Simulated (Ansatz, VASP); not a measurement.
**One calculation of Cu, two programs**

```xyz
2
Lattice="2.4711 0.0000 0.0000 -1.2355 2.1400 0.0000 0.0000 0.0000 4.0731" Properties=species:S:1:pos:R:3 pbc="T T T"
Cu    0.0000    1.4267    1.0183
Cu    1.2355    0.7133    3.0548
```

Change from the starting cell: volume scaled by 0.9, PAW files, source ansatz.

Alike in both runs: task single point; functional PBE; k mesh 19 × 19 × 10; occupations fermi-dirac, width 0.05 eV; no spin polarisation.

```csv
,VASP,Ansatz
version,VASP 6.6.1,Ansatz 0.2.0
potentials or method,"VASP PAW PBE potentials, release 64 (Cu)","PAW with other files of Ansatz's library (source ansatz), scalar-relativistic"
plane-wave cutoff (eV),520,700
valence electrons in the cell,22,38
```

|  | VASP | Ansatz | Ansatz less VASP |
| --- | --- | --- | --- |
| pressure (GPa) | 19.8 | 19.2 | -0.55 |

VASP's potentials hold 22 valence electrons a cell and Ansatz's 38, so a difference there can come from the potentials and not from the codes.
